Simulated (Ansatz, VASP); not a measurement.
# Two plane-wave programs on MgSi6C6

The input INCAR:

```
SYSTEM = MgSi6C6
ALGO     = Normal         ! electronic algorithm
EDIFF    = 1E-6           ! SCF threshold, eV
ENCUT    = 520            ! plane-wave cutoff, eV
GGA      = PE             ! functional
ISIF     = 2              ! what is computed and relaxed
ISMEAR   = 0              ! smearing method
ISPIN    = 2              ! spin polarisation
LASPH    = .True.         ! aspherical terms in the spheres
LCHARG   = .False.        ! write CHGCAR
LORBIT   = 11             ! projections on sites
LREAL    = .False.        ! projectors in reciprocal space
LWAVE    = .False.        ! write WAVECAR
MAGMOM   = 0 0 0 0 0 0 0 1 1 1 1 1 1 ! initial moments
NBANDS   = 41             ! bands
NELM     = 150            ! most SCF steps
PREC     = Accurate       ! precision mode
SIGMA    = 0.1            ! smearing width, eV
```

Contents of KPOINTS:

```
k-points
0
Gamma
  4 4 2
  0 0 0
```

POSCAR

```
MgSi6C6
1.0
    5.0561646300      0.0000000000      0.0000000000
   -1.5755975000      4.8044035300      0.0000000000
    0.0000000000      0.0000000000      7.6968690300
Mg Si C
1 6 6
Direct
    0.3333000000      0.3333000000      0.7500000000
    0.6572285500      0.0820119700      0.5533415500
    0.6572285500      0.0820119700      0.9466584500
    0.3427714500      0.9179880300      0.4466584500
    0.9179880300      0.3427714500      0.0533415500
    0.7330228100      0.9469049000      0.7500000000
    0.2669771900      0.0530951000      0.2500000000
    0.3427714500      0.9179880300      0.0533415500
    0.9179880300      0.3427714500      0.4466584500
    0.0820119700      0.6572285500      0.9466584500
    0.0820119700      0.6572285500      0.5533415500
    0.9469049000      0.7330228100      0.7500000000
    0.0530951000      0.2669771900      0.2500000000
```

Input for Ansatz:

```yaml
crystal:
  lattice:
    - [5.05616463, 0.0, 0.0]
    - [-1.5755975, 4.80440353, 0.0]
    - [0.0, 0.0, 7.69686903]
  atoms:
    - { symbol: Mg, position: [0.3333, 0.3333, 0.75] }
    - { symbol: Si, position: [0.65722855, 0.08201197, 0.55334155] }
    - { symbol: Si, position: [0.65722855, 0.08201197, 0.94665845] }
    - { symbol: Si, position: [0.34277145, 0.91798803, 0.44665845] }
    - { symbol: Si, position: [0.91798803, 0.34277145, 0.05334155] }
    - { symbol: Si, position: [0.73302281, 0.9469049, 0.75] }
    - { symbol: Si, position: [0.26697719, 0.0530951, 0.25] }
    - { symbol: C, position: [0.34277145, 0.91798803, 0.05334155], spin: 1.0 }
    - { symbol: C, position: [0.91798803, 0.34277145, 0.44665845], spin: 1.0 }
    - { symbol: C, position: [0.08201197, 0.65722855, 0.94665845], spin: 1.0 }
    - { symbol: C, position: [0.08201197, 0.65722855, 0.55334155], spin: 1.0 }
    - { symbol: C, position: [0.9469049, 0.73302281, 0.75], spin: 1.0 }
    - { symbol: C, position: [0.0530951, 0.26697719, 0.25], spin: 1.0 }
basis:
  ecutwfc: 420
kpoints:
  mp_grid: { grid: [4, 4, 2] }
hamiltonian:
  xc: pbe
scf:
  occupations: { method: gaussian, width: 0.1 }
  lower_state_search: "off"
output:
  forces: true
  stress: true
  eigenvalues: true
  populations: true
magnetization:
  spin_polarized: true
```

Alike in both runs: task single point; functional PBE; k mesh 4 × 4 × 2; occupations gaussian, width 0.1 eV; collinear spin.

|  | VASP | Ansatz |
| --- | --- | --- |
| version | VASP 6.6.1 | Ansatz 0.2.0 |
| potentials or method | VASP PAW PBE potentials, release 64 (Mg, Si, C), cutoff 520 eV | scalar-relativistic, plane waves, PAW |
| valence electrons in the cell | 50 | 58 |

Ansatz gave:

| Item | Value |
| --- | --- |
| gap on the k mesh at the Fermi level (eV) | none |
| rms of the force components (eV/Å) | 6.756 |
| net moment per atom (μB) | 0.00 |

Problem. Which values does VASP return?

Solution. gap on the k mesh at the Fermi level (eV): none; rms of the force components (eV/Å): 6.724; net moment per atom (μB): 0.00.

Atom by atom the forces differ by 0.036 eV/Å (rms over components). A gap of «none» marks a metal or a gap that the smearing closes. VASP's potentials hold 50 valence electrons a cell and Ansatz's 58, so a difference there can come from the potentials and not from the codes. Ansatz's warnings: seeded moment not kept.

The k mesh is coarse, so the values compare programs but aren't converged.
